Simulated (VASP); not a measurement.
# BaTiO3 (P4mm) in VASP: notebook, part 2 of 2

VASP 6.6.1. Earlier steps stand in the parts before.

## (3) Electric field gradients, PBEsol (volume scaled by 0.99)

Contents of INCAR:

```
SYSTEM = BaTiO3
ALGO = Normal
EDIFF = 1E-8
ENCUT = 520
GGA = PS
ISIF = 2
ISMEAR = -1
LASPH = .True.
LCHARG = .False.
LEFG = .True.
LREAL = .False.
LWAVE = .False.
NBANDS = 28
NELM = 100
PREC = Accurate
SIGMA = 0.08
```

Contents of KPOINTS:

```
k-points
0
Gamma
  7 7 7
  0 0 0
```

Contents of POSCAR:

```
BaTiO3
1.0
    3.9864226426      0.0000000000      0.0000000000
    0.0000000000      3.9864226426      0.0000000000
    0.0000000000      0.0000000000      4.0045617725
Ba Ti O
1 1 3
Direct
    0.0000000000      0.0000000000      0.0000000000
    0.5000000000      0.5000000000      0.4820000000
    0.5000000000      0.5000000000      0.0160000000
    0.5000000000      0.0000000000      0.5150000000
    0.0000000000      0.5000000000      0.5150000000
```

Potentials or basis: VASP PAW PBE potentials, release 64 (Ba_sv, Ti_sv, O).

Launch:

```console
> cat potpaw_PBE.64/Ba_sv/POTCAR potpaw_PBE.64/Ti_sv/POTCAR potpaw_PBE.64/O/POTCAR > POTCAR
> mpirun -np 1 vasp_std > vasp.out
```

OUTCAR:

```text
SYSTEM = BaTiO3
   EDIFF = 1E-8
   ENCUT = 520
   GGA = PS
   ISIF = 2
   ISMEAR = -1
   LASPH = .True.
   LREAL = .False.
   NELM = 100
   PREC = Accurate

 ion  position               nearest neighbor table
   1  0.000  0.000  0.000-   4 2.78   5 2.78   5 2.78   4 2.78   3 2.82   3 2.82   3 2.82   3 2.82
                             4 2.87   5 2.87   5 2.87   4 2.87   2 3.42   2 3.42   2 3.42   2 3.42
   2  0.500  0.500  0.482-   3 1.87   4 2.00   5 2.00   4 2.00   5 2.00   3 2.14   1 3.42   1 3.42
                             1 3.42   1 3.42   1 3.50   1 3.50   1 3.50   1 3.50
   3  0.500  0.500  0.016-   2 1.87   2 2.14   1 2.82   1 2.82   1 2.82   1 2.82
   4  0.500  0.000  0.515-   2 2.00   2 2.00   1 2.78   1 2.78   1 2.87   1 2.87
[... 986 lines left out ...]
   3      -6.675    -6.675    13.349     0.000     0.000    -0.000
   4     -11.766    24.575   -12.809     0.000     0.000     0.000
   5      24.575   -11.766   -12.809    -0.000     0.000     0.000
---------------------------------------------------------------------

 Electric field gradients after diagonalization (V/A^2)
 (convention: |V_zz| > |V_xx| > |V_yy|)
----------------------------------------------------------------------
 ion       V_xx      V_yy      V_zz     asymmetry (V_yy - V_xx)/ V_zz
----------------------------------------------------------------------
   1       2.217     2.217    -4.433       0.000
   2       1.146     1.146    -2.291       0.000
   3      -6.675    -6.675    13.349       0.000
   4     -12.809   -11.766    24.575       0.042
   5     -12.809   -11.766    24.575       0.042
----------------------------------------------------------------------

           NMR quadrupolar parameters

 Cq : quadrupolar parameter    Cq=e*Q*V_zz/h
 eta: asymmetry parameters     (V_yy - V_xx)/ V_zz
 Q  : nuclear electric quadrupole moment in mb (millibarn)
----------------------------------------------------------------------
 ion       Cq(MHz)       eta       Q (mb)
----------------------------------------------------------------------
   1      -0.011       0.000       1.000
   2      -0.006       0.000       1.000
   3       0.032       0.000       1.000
   4       0.059       0.042       1.000
   5       0.059       0.042       1.000
----------------------------------------------------------------------
```

Run time: 2.6 min. Hardware: 1 thread of Intel Xeon Platinum 8375C at 2.90GHz (Ice Lake), shared host; peak memory 0.21 GiB.

Results:

```yaml
Free_energy: -41.9905 eV
Pressure: -0.1 GPa
Largest_force: 0.287 eV/Å
Band_gap_on_the_k_mesh: 1.85 eV, indirect (least direct gap 2.07 eV)
```

Forces in eV/Å, atoms in the order of the input:
```
Ba   0.000  0.000 -0.077
Ti   0.000  0.000  0.108
O    0.000  0.000  0.287
O    0.000  0.000 -0.159
O    0.000  0.000 -0.159
```

Electric field gradients, principal values (V/Å²):
```csv
atom,least,middle,greatest (by size)
1 Ba,2.217,2.217,-4.433
2 Ti,1.146,1.146,-2.291
3 O,-6.675,-6.675,13.349
4 O,-11.766,-12.809,24.575
5 O,-11.766,-12.809,24.575
```

Caveat: without QUAD_EFG the Cq values of the log hold for a quadrupole moment of 1 mb, not for the nuclei; the PAW data sets were made with another functional, which shifts forces and pressure a little; spin-orbit coupling is left out, which moves the levels of the heavy elements. A k mesh can miss the band edges.

## (4) Electric field gradients, PBEsol (volume scaled by 0.99)

Contents of INCAR:

```
  PREC = Accurate
  ENCUT = 520
  EDIFF = 1E-8
  ISMEAR = -1
  SIGMA = 0.08
  LREAL = False
  LASPH = True
  NELM = 100
  ALGO = Normal
  ISIF = 2
  LWAVE = False
  LCHARG = False
  GGA = PS
  LEFG = True
  NBANDS = 28
```

Contents of KPOINTS:

```
regular mesh
0
Gamma
  7 7 7
```

POSCAR is that of step 3.

Potentials or basis: VASP PAW PBE potentials, release 64 (Ba_sv, Ti_sv, O).

Launch:

```console
> cat potpaw_PBE.64/Ba_sv/POTCAR potpaw_PBE.64/Ti_sv/POTCAR potpaw_PBE.64/O/POTCAR > POTCAR
> mpirun -np 1 vasp_std > vasp.out
```

OUTCAR:

```text
PREC = Accurate
   ENCUT = 520
   EDIFF = 1E-8
   ISMEAR = -1
   LREAL = False
   LASPH = True
   NELM = 100
   ISIF = 2
   GGA = PS

 ion  position               nearest neighbor table
   1  0.000  0.000  0.000-   4 2.78   5 2.78   5 2.78   4 2.78   3 2.82   3 2.82   3 2.82   3 2.82
                             4 2.87   5 2.87   5 2.87   4 2.87   2 3.42   2 3.42   2 3.42   2 3.42
   2  0.500  0.500  0.482-   3 1.87   4 2.00   5 2.00   4 2.00   5 2.00   3 2.14   1 3.42   1 3.42
                             1 3.42   1 3.42   1 3.50   1 3.50   1 3.50   1 3.50
   3  0.500  0.500  0.016-   2 1.87   2 2.14   1 2.82   1 2.82   1 2.82   1 2.82
   4  0.500  0.000  0.515-   2 2.00   2 2.00   1 2.78   1 2.78   1 2.87   1 2.87
   5  0.000  0.500  0.515-   2 2.00   2 2.00   1 2.78   1 2.78   1 2.87   1 2.87

[... 984 lines left out ...]
   3      -6.675    -6.675    13.349     0.000     0.000    -0.000
   4     -11.766    24.575   -12.809     0.000     0.000     0.000
   5      24.575   -11.766   -12.809    -0.000     0.000     0.000
---------------------------------------------------------------------

 Electric field gradients after diagonalization (V/A^2)
 (convention: |V_zz| > |V_xx| > |V_yy|)
----------------------------------------------------------------------
 ion       V_xx      V_yy      V_zz     asymmetry (V_yy - V_xx)/ V_zz
----------------------------------------------------------------------
   1       2.217     2.217    -4.433       0.000
   2       1.146     1.146    -2.291       0.000
   3      -6.675    -6.675    13.349       0.000
   4     -12.809   -11.766    24.575       0.042
   5     -12.809   -11.766    24.575       0.042
----------------------------------------------------------------------

           NMR quadrupolar parameters

 Cq : quadrupolar parameter    Cq=e*Q*V_zz/h
 eta: asymmetry parameters     (V_yy - V_xx)/ V_zz
 Q  : nuclear electric quadrupole moment in mb (millibarn)
----------------------------------------------------------------------
 ion       Cq(MHz)       eta       Q (mb)
----------------------------------------------------------------------
   1      -0.011       0.000       1.000
   2      -0.006       0.000       1.000
   3       0.032       0.000       1.000
   4       0.059       0.042       1.000
   5       0.059       0.042       1.000
----------------------------------------------------------------------
```

stdout:

```text
POSCAR found type information on POSCAR BaTiO
 POSCAR found :  3 types and       5 ions
 scaLAPACK will be used
 -----------------------------------------------------------------------------
|                                                                             |
|                                                                             |
|     You enforced a specific xc type in the INCAR file but a different       |
|     I HOPE YOU KNOW WHAT YOU ARE DOING!                                     |
|                                                                             |
 -----------------------------------------------------------------------------

 LDA part: xc-table for (Slater+PW92), standard interpolation
 POSCAR, INCAR and KPOINTS ok, starting setup
 FFT: planning ... GRIDC
 FFT: planning ... GRID_SOFT
 FFT: planning ... GRID
 WAVECAR not read
 entering main loop
ion   1

ion   2

ion   3

ion   4

ion   5
```

Run time: 2.4 min. Hardware: 1 thread of Intel Xeon Platinum 8375C at 2.90GHz (Ice Lake), shared host; peak memory 0.22 GiB.

What came out:

- Free energy: -41.9905 eV
- Pressure: -0.1 GPa
- Largest force: 0.287 eV/Å
- Band gap on the k mesh: 1.85 eV, indirect (least direct gap 2.07 eV)

Forces on the atoms (eV/Å):
```
Ba   0.000  0.000 -0.077
Ti   0.000  0.000  0.108
O    0.000  0.000  0.287
O    0.000  0.000 -0.159
O    0.000  0.000 -0.159
```

Levels at points of the mesh, in eV from the valence-band top:
```csv
k point,band 17,band 18,band 19,band 20,band 21,band 22,band 23,band 24
"(0.00, 0.00, 0.00)",-1.08,-0.25,-0.22,-0.22,1.85,2.16,2.16,4.19
```

Electric field gradients, principal values (V/Å²):
```tsv
atom	least	middle	greatest (by size)
1 Ba	2.217	2.217	-4.433
2 Ti	1.146	1.146	-2.291
3 O	-6.675	-6.675	13.349
4 O	-11.766	-12.809	24.575
5 O	-11.766	-12.809	24.575
```

Caveat: without QUAD_EFG the Cq values of the log hold for a quadrupole moment of 1 mb, not for the nuclei; the PAW data sets were made with another functional, which shifts forces and pressure a little; spin-orbit coupling is left out, which moves the levels of the heavy elements. A k mesh can miss the band edges.
